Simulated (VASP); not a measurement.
**AlGa3N4: single point with LDA**

The system is AlGa3N4.

```
Al Ga N
1.0
     4.42697    0.00000    0.00000
     0.00000    4.42697    0.00000
     0.00000    0.00000    4.42697
Al Ga N
1 3 4
Direct
  0.00000 0.00000 0.00000
  0.50000 0.50000 0.00000
  0.50000 0.00000 0.50000
  0.00000 0.50000 0.50000
  0.75482 0.75482 0.24518
  0.75482 0.24518 0.75482
  0.24518 0.75482 0.75482
  0.24518 0.24518 0.24518
```

```
Program             : VASP 6.6.1
Task                : single point
Functional          : LDA
Potentials or basis : VASP PAW LDA potentials, release 64 (Al, Ga_d, N)
Cutoff              : 520 eV
k mesh              : 6 × 6 × 6
Occupations         : gaussian, width 0.01 eV
Spin                : no spin polarisation
```

```yaml
Pressure: 1.0 GPa
Largest_force: 0.029 eV/Å
Band_gap_on_the_k_mesh: 2.57 eV, direct
```

Forces on the atoms (eV/Å):
```
Al   0.000  0.000  0.000
Ga   0.000  0.000  0.000
Ga   0.000  0.000  0.000
Ga   0.000  0.000  0.000
N    0.017  0.017 -0.017
N    0.017 -0.017  0.017
N   -0.017  0.017  0.017
N   -0.017 -0.017 -0.017
```

Levels at points of the mesh, in eV from the valence-band top:
| k point | band 28 | band 29 | band 30 | band 31 | band 32 | band 33 | band 34 | band 35 |
| --- | --- | --- | --- | --- | --- | --- | --- | --- |
| (0.00, 0.00, 0.00) | -2.55 | 0.00 | 0.00 | 0.00 | 2.57 | 3.37 | 3.37 | 3.37 |
| (0.50, 0.00, 0.00) | -1.54 | -1.54 | -1.24 | -1.24 | 4.98 | 5.07 | 6.20 | 6.20 |
| (0.50, 0.50, 0.00) | -1.02 | -0.97 | -0.97 | -0.66 | 6.85 | 7.03 | 7.03 | 7.35 |
| (0.50, 0.50, 0.50) | -0.79 | -0.71 | -0.71 | -0.71 | 5.11 | 5.11 | 5.11 | 6.38 |

Run time: 64 s on 1 thread of Intel(R) Xeon(R) Platinum 8259CL CPU @ 2.50GHz (Skylake/Cascade Lake), with other jobs on the host, peak memory 0.2 GiB.

Expect the measured gap to be larger: semilocal functionals such as LDA lack the derivative discontinuity.
